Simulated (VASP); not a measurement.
In2SbSe3:

```xyz
6
Lattice="3.1782 1.8349 4.4789 -3.1782 1.8349 4.4789 0.0000 -3.6698 4.4789" Properties=species:S:1:pos:R:3 pbc="T T T"
In    0.0000    0.0000   11.7064
In    0.0000    0.0000    1.7303
Sb    0.0000    0.0000    6.7183
Se    1.5891   -0.9175    4.4789
Se    0.0000    1.8349    4.4789
Se   -1.5891   -0.9175    4.4789
```

The cell was generated, and may not be a known phase.

| Property | Result |
| --- | --- |
| Program | VASP 6.6.1 |
| Task | relaxation of cell and atoms |
| Functional | PBE |
| Potentials or basis | VASP PAW PBE potentials, release 64 (In_d, Sb, Se) |
| Cutoff | 600 eV |
| k mesh | 6 × 6 × 6 |
| Occupations | gaussian, width 0.1 eV |
| Spin | no spin polarisation |

At the start: pressure 2.1 GPa; volume 26.12 Å³/atom.

Question: How do energy, volume and symmetry change on relaxing?

Answer: Over 25 steps the energy falls by 328.2 meV/atom and the volume is 29.53 Å³/atom (+13.1 %); space group R-3m (No. 166, to 0.1 Å) before and after.

The path:
| step | energy change (eV) | largest force (eV/Å) | pressure (GPa) | volume (Å³) |
| --- | --- | --- | --- | --- |
| 1 | 0.0000 | 0.0961 | 2.15 | 156.72 |
| 2 | -0.1154 | 0.0048 | 0.09 | 164.75 |
| 3 | -0.1611 | 0.0779 | -1.42 | 172.35 |
| 4 | -0.2551 | 0.1340 | -1.64 | 174.09 |
| 5 | -0.5799 | 0.3611 | -2.18 | 178.91 |
| 6 | -1.0800 | 1.1253 | -3.15 | 186.68 |
| 7 | -0.2585 | 5.5658 | -1.11 | 193.28 |
| 8 | -1.1975 | 1.4533 | -3.42 | 188.45 |
| 9 | -1.2776 | 2.2502 | -3.31 | 191.15 |
| 10 | -1.2616 | 1.7342 | -3.49 | 189.64 |
| 11 | -1.4021 | 1.8996 | -3.09 | 188.28 |
| 12 | -1.4951 | 2.1237 | -2.37 | 186.37 |
| 13 | -1.5031 | 2.2192 | -2.03 | 185.55 |
| 14 | -1.6659 | 1.7675 | -1.48 | 182.41 |
| 15 | -1.9069 | 0.5556 | 0.90 | 173.20 |
| 16 | -1.9104 | 0.3856 | 1.34 | 171.88 |
| 17 | -1.9449 | 0.2700 | 0.69 | 174.27 |
| 18 | -1.9634 | 0.1065 | -0.62 | 179.65 |
| 19 | -1.9656 | 0.1335 | -0.35 | 178.38 |
| 20 | -1.9656 | 0.1378 | -0.30 | 178.23 |
| 21 | -1.9680 | 0.0804 | -0.15 | 177.63 |
| 22 | -1.9689 | 0.0194 | 0.04 | 176.97 |
| 23 | -1.9689 | 0.0136 | 0.05 | 176.92 |
| 24 | -1.9690 | 0.0102 | 0.03 | 177.05 |
| 25 | -1.9690 | 0.0061 | 0.00 | 177.18 |

Final structure:
```
In Sb Se
1.0
     3.86683    2.23252    3.42069
    -3.86683    2.23252    3.42069
     0.00000   -4.46503    3.42069
In Sb Se
2 1 3
Direct
  0.84963 0.84963 0.84963
  0.15037 0.15037 0.15037
  0.50000 0.50000 0.50000
  0.50000 0.00000 0.50000
  0.50000 0.50000 0.00000
  0.00000 0.50000 0.50000
```
